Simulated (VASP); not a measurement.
Wanted: the native input for a VASP 6.6.1 run.

* Task: electric field gradients
* Functional: PBE
* Potentials or basis: VASP PAW PBE potentials, release 64 (Al, Au)
* Cutoff: 400 eV
* k mesh: 10 × 10 × 10
* Occupations: fermi-dirac, width 0.05 eV
* Spin: no spin polarisation
* Dipole correction: no
* Further INCAR settings: ALGO = Normal; EDIFF = 1e-08; NBANDS = 16

The structure of Al2Au lies in POSCAR:

```
Al2Au
1.0
    0.0000000000      3.0000000000      3.0000000000
    3.0000000000      0.0000000000      3.0000000000
    3.0000000000      3.0000000000      0.0000000000
Al Au
2 1
Direct
    0.2500000000      0.2500000000      0.2500000000
    0.7500000000      0.7500000000      0.7500000000
    0.0000000000      0.0000000000      0.0000000000
```

The input as run:

INCAR

```
SYSTEM = Al2Au
PREC = Accurate
ENCUT = 400
EDIFF = 1E-8
ISMEAR = -1
SIGMA = 0.05
LREAL = .FALSE.
LASPH = .TRUE.
NELM = 120
ALGO = Normal
ISIF = 2
LWAVE = .FALSE.
LCHARG = .FALSE.
GGA = PE
LEFG = .TRUE.
NBANDS = 16
GGA_COMPAT = .FALSE.
```

KPOINTS

```
Automatic mesh
0
G
  10 10 10
  0 0 0
```

Potentials or basis: VASP PAW PBE potentials, release 64 (Al, Au).

Command:

```console
$ cat potpaw_PBE.64/Al/POTCAR potpaw_PBE.64/Au/POTCAR > POTCAR
$ mpirun -np 1 vasp_std > vasp.out
```

Results of the run:

The pressure is 3.2 GPa.

Caveat: without QUAD_EFG the Cq values of the log hold for a quadrupole moment of 1 mb, not for the nuclei.

Run time: 49 s on 1 thread of Intel Xeon 8259CL (shared host), peak memory 0.17 GiB.
